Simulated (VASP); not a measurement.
Here is a VASP 6.6.1 calculation.

INCAR

```
PREC = Accurate ; ENCUT = 560
EDIFF = 1E-6 ; ISMEAR = -1
SIGMA = 0.02 ; LREAL = F
LASPH = T ; NELM = 120
ALGO = Normal ; ISIF = 2
LWAVE = F ; LCHARG = T
GGA = PE ; LELF = T
LVHAR = T ; NBANDS = 16
GGA_COMPAT = F
```

File KPOINTS:

```
regular mesh
0
Gamma
  16 16 16
```

File POSCAR:

```
BAs
1.0
    0.0000000000      2.3562190158      2.3562190158
    2.3562190158      0.0000000000      2.3562190158
    2.3562190158      2.3562190158      0.0000000000
B As
1 1
Direct
    0.0000000000      0.0000000000      0.0000000000
    0.2500000000      0.2500000000      0.2500000000
```

Potentials or basis: VASP PAW PBE potentials, release 64 (B, As_d).

Command:

```console
$ cat potpaw_PBE.64/B/POTCAR potpaw_PBE.64/As_d/POTCAR > POTCAR
$ mpirun -np 1 vasp_std > vasp.out
```

(1) Estimate the pressure.

(2) Estimate the band gap on the k mesh.

Results:

(1) 8.8 GPa.

(2) 1.16 eV (least direct gap 3.34 eV).

Caveat: the cell stands under pressure.
